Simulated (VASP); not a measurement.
## SnO: single point with PBEsol

SnO:

```
CELL_PARAMETERS angstrom
3.35500 0.00000 0.00000
0.00000 5.67410 0.00000
0.00000 0.00000 4.22197
ATOMIC_POSITIONS crystal
Sn 0.50000 0.76809 0.01314
Sn 0.00000 0.23191 0.51078
O 0.50000 0.10875 0.23686
O 0.00000 0.89125 0.73686
```

```yaml
Program: VASP 6.6.1
Task: single point
Functional: PBEsol
Potentials_or_basis: VASP PAW PBE potentials, release 64 (Sn_d, O)
Cutoff: 520 eV
k_mesh: 8 × 5 × 6
Occupations: fermi-dirac, width 0.02 eV
Spin: no spin polarisation
```

```
Pressure               : -2.8 GPa
Largest force          : 0.348 eV/Å
Band gap on the k mesh : 1.42 eV (least direct gap 2.02 eV)
```

Forces in eV/Å, atoms in the order of the input:
```
Sn   0.000  0.328 -0.118
Sn   0.000 -0.317 -0.025
O    0.000 -0.150  0.054
O    0.000  0.139  0.089
```

Stress tensor (GPa, compression positive):
```
-3.38  0.00  0.00
 0.00 -2.58  0.18
 0.00  0.18 -2.46
```

Levels at points of the mesh, in eV from the valence-band top:
| k point | band 18 | band 19 | band 20 | band 21 | band 22 | band 23 |
| --- | --- | --- | --- | --- | --- | --- |
| (0.00, 0.00, 0.00) | -2.66 | -2.06 | 0.00 | 2.59 | 3.09 | 5.79 |
| (0.50, 0.00, 0.00) | -2.57 | -1.26 | -1.26 | 2.52 | 2.56 | 5.46 |
| (0.00, 0.00, 0.50) | -3.20 | -1.67 | -1.66 | 2.59 | 2.61 | 5.14 |
| (0.50, 0.00, 0.50) | -3.15 | -1.09 | -1.07 | 2.03 | 2.06 | 4.55 |

Wall time 71 s on 1 thread of Intel(R) Xeon(R) 6975P-C (Granite Rapids) (shared host), peak memory 0.28 GiB.

Caveat: the PAW data sets were made with another functional, which shifts forces and pressure a little; spin-orbit coupling is left out, which moves the levels of the heavy elements; an odd mesh through Γ misses points on the zone boundary, where band edges can lie.
